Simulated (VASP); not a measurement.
Write the native input for VASP 6.6.1 that does the following.

| Item | Value |
| --- | --- |
| Task | single point |
| Functional | PBE |
| Dispersion | D3(BJ) |
| Potentials or basis | VASP PAW PBE potentials, release 64 (N) |
| Cutoff | 520 eV |
| k mesh | 1 × 1 × 1 |
| Occupations | fermi-dirac, width 0.05 eV |
| Spin | no spin polarisation |
| Dipole correction | no |
| Further INCAR settings | LREAL = Auto; ALGO = Normal; EDIFF = 1e-07; NBANDS = 78 |

The structure of N lies in POSCAR:

```
N
1.0
    8.8620950000      0.0000000000      0.0000000000
    0.0000000000      8.8620950000      0.0000000000
    0.0000000000      0.0000000000      8.8620950000
N
24
Direct
    0.2304421246      0.2972773368      0.2632108999
    0.2396160276      0.3807339010      0.1691022270
   -0.2099729240      1.0309074773      0.2636622604
   -0.2093523033      0.9182253181      0.2184923542
    0.8089396469      0.5399513320      0.4497694958
    0.6940232530      0.5266474801      0.4073528889
    0.0953386304      0.8203590686      0.4568558563
    0.1742815892      0.8975530052      0.5122152268
    0.7430522918      0.9236077925      0.8975868573
    0.7143006253      0.8062427677      0.8713515258
    0.4291536031      0.8720511346      0.2101083322
    0.3576693773      0.7728420876      0.2242133491
    0.6916310421      0.1783664021      0.7191866032
    0.7549907781      0.2839622008      0.7187578107
    0.9421474268      0.4430103717      1.0031600880
    0.8621663388      0.5387552266      0.9848799861
    0.5437766126      0.1940963170      0.0199388519
    0.5499602521      0.2179507216      0.1422688428
    0.5152957625     -0.1629524396      0.5545641296
    0.6075312892     -0.0934654842      0.5094393594
    0.4617982543      0.6063013317      0.8419679545
    0.4511799975      0.5491365191      0.7270741286
    0.1065210878      0.9492563553      0.9958141952
    0.1582921420      1.0421012187      1.0611260656
```

The input as run:

INCAR

```
ALGO = Normal ; EDIFF = 1E-7
ENCUT = 520 ; GGA = PE
ISIF = 2 ; ISMEAR = -1
IVDW = 12 ; LASPH = T
LCHARG = F ; LREAL = Auto
LWAVE = F ; NBANDS = 78
NELM = 100 ; PREC = Accurate
SIGMA = 0.05
```

KPOINTS

```
k-points
0
Gamma
  1 1 1
```

Potentials or basis: VASP PAW PBE potentials, release 64 (N).

Command:

```bash
$ cat potpaw_PBE.64/N/POTCAR > POTCAR
$ mpirun -np 1 vasp_gam > vasp.out
```

It gave:

The pressure is 2.1 GPa, the largest force is 6.423 eV/Å and the dispersion energy per atom is -0.044 eV.

Caveat: the k points lie up to 0.71 Å⁻¹ apart; the standard files for N, O and F lose accuracy on very short bonds.

Wall time 2.8 min on 1 thread of AMD EPYC 7R43 64-Core Processor (Zen 3), with other jobs on the host, peak memory 0.58 GiB.
